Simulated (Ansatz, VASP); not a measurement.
This is a calculation of InSe for Ansatz 0.2.0.

The input input.yaml:

```yaml
crystal:
  lattice:
    - [5.8263928781, -2.054648955, 0.0]
    - [5.8263928781, 2.054648955, 0.0]
    - [-1.723233014, 0.0, 4.7713478577]
  atoms:
    - { symbol: In, position: [0.88820325, 0.88820325, 0.04684136] }
    - { symbol: In, position: [0.11179675, 0.11179675, 0.95315864] }
    - { symbol: Se, position: [0.66092759, 0.66092759, 0.66895562] }
    - { symbol: Se, position: [0.33907241, 0.33907241, 0.33104438] }
kpoints:
  mp_grid: { grid: [4, 4, 4] }
scf:
  occupations: { method: fermi_dirac, width: 0.03 }
hamiltonian:
  xc: pbesol
  pseudopotentials: { kind: all_electron, lapw: { basis_error: 0.002 } }
output:
  forces: true
  stress: true
  eigenvalues: true
```

Potentials or basis: all-electron LAPW, scalar-relativistic.

The run is started by

```console
$ ansatz run input.yaml --threads 2 --pin off --max-ram 8192MiB --backend cpu --events-out ev --progress --plain --runs-dir out
```

Problem. Set up the same calculation for VASP 6.6.1. Potentials there: VASP PAW PBE potentials, release 64 (In_d, Se).

Solution. As run (the cutoff follows the program's own potentials):

Contents of INCAR:

```
ALGO = Normal
EDIFF = 1E-7
ENCUT = 520
GGA = PS
ISIF = 2
ISMEAR = -1
LASPH = True
LCHARG = False
LREAL = False
LWAVE = False
NBANDS = 27
NELM = 60
PREC = Accurate
SIGMA = 0.03
```

Contents of KPOINTS:

```
k-points
0
Gamma
  4 4 4
```

The input POSCAR:

```
InSe
1.0
    5.8263928781     -2.0546489550      0.0000000000
    5.8263928781      2.0546489550      0.0000000000
   -1.7232330140      0.0000000000      4.7713478577
In Se
2 2
Direct
    0.8882032500      0.8882032500      0.0468413600
    0.1117967500      0.1117967500      0.9531586400
    0.6609275900      0.6609275900      0.6689556200
    0.3390724100      0.3390724100      0.3310443800
```

Potentials or basis: VASP PAW PBE potentials, release 64 (In_d, Se).

Launch:

```bash
$ cat potpaw_PBE.64/In_d/POTCAR potpaw_PBE.64/Se/POTCAR > POTCAR
$ mpirun -np 1 vasp_std > vasp.out
```

Both were run:

|  | VASP | Ansatz | Ansatz less VASP |
| --- | --- | --- | --- |
| gap on the k mesh at the Fermi level (eV) | 1.11 | 1.12 | +0.008 |
| least direct gap on the mesh (eV) | 1.44 | 1.45 | +0.007 |
| pressure (GPa) | -1.1 | -1.1 | -0.04 |
| traceless stress, the component that is largest in VASP (GPa) | -0.39 | -0.39 | +0.006 |
| rms of the force components (eV/Å) | 0.039 | 0.036 | -0.0035 |

VASP's potentials were made for PBE, not for PBEsol. Atom by atom the forces differ by 0.010 eV/Å (rms over components). Ansatz ran all-electron here, and VASP with PAW potentials.
